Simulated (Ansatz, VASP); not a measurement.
# Cu: VASP beside Ansatz

INCAR

```
PREC = Accurate ; ENCUT = 520
EDIFF = 1E-6 ; ISMEAR = -1
SIGMA = 0.1 ; LREAL = F
LASPH = T ; NELM = 80
ALGO = Normal ; ISIF = 2
LWAVE = F ; LCHARG = T
LDIPOL = T ; IDIPOL = 3
DIPOL = 0.5 0.5 0.500 ; GGA = PS
LELF = T ; LVHAR = T
LVACPOTAV = T ; NBANDS = 36
```

The input KPOINTS:

```
Automatic mesh
0
Gamma
  18 18 1
```

Contents of POSCAR:

```
Cu
1.0
    2.5195991541      0.0000000000      0.0000000000
   -1.2597995771      2.1820368748      0.0000000000
    0.0000000000      0.0000000000     24.2290000000
Cu
5
Direct
    0.8333333333      0.1666666667      0.3312784168
    0.1666666667      0.8333333333      0.4154445058
    0.5000000000      0.5000000000      0.4999999946
    0.8333333333      0.1666666667      0.5845554924
    0.1666666667      0.8333333333      0.6687215904
```

Input for Ansatz:

```yaml
crystal:
  lattice:
    - [2.5195991541, 0.0, 0.0]
    - [-1.2597995771, 2.1820368748, 0.0]
    - [0.0, 0.0, 24.229]
  atoms:
    - { symbol: Cu, position: [0.8333333333, 0.1666666667, 0.3312784168] }
    - { symbol: Cu, position: [0.1666666667, 0.8333333333, 0.4154445058] }
    - { symbol: Cu, position: [0.5, 0.5, 0.4999999946] }
    - { symbol: Cu, position: [0.8333333333, 0.1666666667, 0.5845554924] }
    - { symbol: Cu, position: [0.1666666667, 0.8333333333, 0.6687215904] }
  periodic: [true, true, false]
kpoints:
  mp_grid: { grid: [18, 18, 1] }
scf:
  occupations: { method: fermi_dirac, width: 0.1 }
hamiltonian:
  xc: pbesol
  pseudopotentials: { kind: all_electron, lapw: { basis_error: 0.001 } }
output:
  forces: true
  stress: true
  eigenvalues: true
```

Alike in both runs: task single point; functional PBEsol; k mesh 18 × 18 × 1; occupations fermi-dirac, width 0.1 eV; no spin polarisation.

```csv
,VASP,Ansatz
version,VASP 6.6.1,Ansatz 0.2.0
potentials or method,"VASP PAW PBE potentials, release 64 (Cu), cutoff 520 eV","all-electron LAPW, scalar-relativistic"
```

Ansatz gave:

- rms of the force components (eV/Å): 0.001

Question: Which values does VASP return?

Answer: rms of the force components (eV/Å): 0.009.

VASP's potentials were made for PBE, not for PBEsol. Atom by atom the forces differ by 0.009 eV/Å (rms over components). Ansatz ran all-electron here, and VASP with PAW potentials. Ansatz's warnings: slab cell height set.
